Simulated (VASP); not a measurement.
Input of a VASP 6.6.1 run:

The input INCAR:

```
SYSTEM = Mo6CO
PREC = Accurate
ENCUT = 520
EDIFF = 1E-7
ISMEAR = 0
SIGMA = 0.1
LREAL = .False.
LASPH = .True.
NELM = 60
ALGO = Normal
ISIF = 2
LWAVE = .False.
LCHARG = .False.
LDIPOL = .True.
IDIPOL = 3
DIPOL = 0.5 0.5 0.331
GGA = PE
NBANDS = 57
```

Contents of KPOINTS:

```
Automatic mesh
0
Gamma
  6 6 1
  0 0 0
```

Contents of POSCAR:

```
Mo6CO
1.0
    4.4695355114      0.0000000000      0.0000000000
   -2.2347677557      3.8707312960      0.0000000000
    0.0000000000      0.0000000000     22.2594351375
Mo C O
6 1 1
Direct
    0.6666666667      0.3333333333      0.1796990793
    0.3333333333      0.6666666667      0.2206857490
    0.0000000000      0.0000000000      0.2616724188
    0.6666666667      0.3333333333      0.2990140341
    0.3333333333      0.6666666667      0.3355214634
    0.0000000000      0.0000000000      0.3710532224
    0.1666666667      0.3333333333      0.4752786884
    0.2964340661      0.5928681322      0.5013350549
```

Potentials or basis: VASP PAW PBE potentials, release 64 (Mo_sv, C, O).

The run is started by

```sh
$ cat potpaw_PBE.64/Mo_sv/POTCAR potpaw_PBE.64/C/POTCAR potpaw_PBE.64/O/POTCAR > POTCAR
$ mpirun -np 1 vasp_std > vasp.out
```

(1) Predict the band gap on the k mesh.

(2) Predict the largest force.

Results:

(1) zero (filled and empty bands overlap).

(2) 1.908 eV/Å.
